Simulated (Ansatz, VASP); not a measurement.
# One calculation of Mg5SnN2, two programs

Contents of INCAR:

```
PREC = Accurate
ENCUT = 600
EDIFF = 1E-6
ISMEAR = 0
SIGMA = 0.2
LREAL = False
LASPH = True
NELM = 60
ALGO = Normal
ISIF = 3
LWAVE = False
LCHARG = False
GGA = PE
IBRION = 2
NSW = 80
EDIFFG = -0.025
```

File KPOINTS:

```
regular mesh
0
Gamma
  6 6 2
```

File POSCAR:

```
Mg5SnN2
1.0
    3.4220763996      0.0082797378     -0.0176916384
   -1.7038677366      2.9849005360      0.0060012376
   -0.0713162879     -0.0132406238     13.8386944450
Mg Sn N
5 1 2
Direct
    0.3071269163      0.6789706731      0.2072691769
    0.6949428531      0.3396839032      0.8559392231
    0.0043762735      1.0117998316      0.3558061502
    0.0174886108     -0.0531474563      0.6516222965
    0.2974407616      0.6723158779      0.5203177779
    0.0536350014      0.0410728540      0.0438610733
    0.2961593329      0.6388304218      0.3595568664
    0.6621635838      0.3371405614      0.5889574359
```

Input for Ansatz:

```yaml
crystal:
  lattice:
    - [3.4220763996, 0.0082797378, -0.0176916384]
    - [-1.7038677366, 2.984900536, 0.0060012376]
    - [-0.0713162879, -0.0132406238, 13.838694445]
  atoms:
    - { symbol: Mg, position: [0.3071269163, 0.6789706731, 0.2072691769] }
    - { symbol: Mg, position: [0.6949428531, 0.3396839032, 0.8559392231] }
    - { symbol: Mg, position: [0.0043762735, 1.0117998316, 0.3558061502] }
    - { symbol: Mg, position: [0.0174886108, -0.0531474563, 0.6516222965] }
    - { symbol: Mg, position: [0.2974407616, 0.6723158779, 0.5203177779] }
    - { symbol: Sn, position: [0.0536350014, 0.041072854, 0.0438610733] }
    - { symbol: "N", position: [0.2961593329, 0.6388304218, 0.3595568664] }
    - { symbol: "N", position: [0.6621635838, 0.3371405614, 0.5889574359] }
basis:
  ecutwfc: 420
kpoints:
  mp_grid: { grid: [6, 6, 2] }
hamiltonian:
  xc: pbe
scf:
  occupations: { method: gaussian, width: 0.2 }
  lower_state_search: "off"
output:
  forces: true
  stress: true
  eigenvalues: true
relax:
  adjacent_minimum: "off"
  f_tol: 0.025
  max_steps: 60
  cell: { stress_tol: 0.25 }
```

Change from the starting cell: cell x1, atoms moved at random (sigma 0.1 Å) and cell strained at random (1.5 %), then relaxed without symmetry.

Alike in both runs: task relaxation of cell and atoms; functional PBE; k mesh 6 × 6 × 2; occupations gaussian, width 0.2 eV; no spin polarisation.

```csv
,VASP,Ansatz
version,VASP 6.6.1,Ansatz 0.2.0
potentials or method,"VASP PAW PBE potentials, release 64 (Mg, Sn_d, N), cutoff 600 eV","scalar-relativistic, plane waves, PAW"
valence electrons in the cell,34,74
```

Ansatz gave:

- gap on the k mesh at the Fermi level, each at its own relaxed structure (eV): none
- relaxed volume (Å³/atom): 17.76
- relaxed length of the cell vector where the two differ most in proportion (Å): 13.913

Task: Estimate VASP's values.

Result: gap on the k mesh at the Fermi level, each at its own relaxed structure (eV): none; relaxed volume (Å³/atom): 17.69; relaxed length of the cell vector where the two differ most in proportion (Å): 13.860.

A gap of «none» marks a metal or a gap that the smearing closes. VASP's potentials hold 34 valence electrons a cell and Ansatz's 74, so a difference there can come from the potentials and not from the codes.
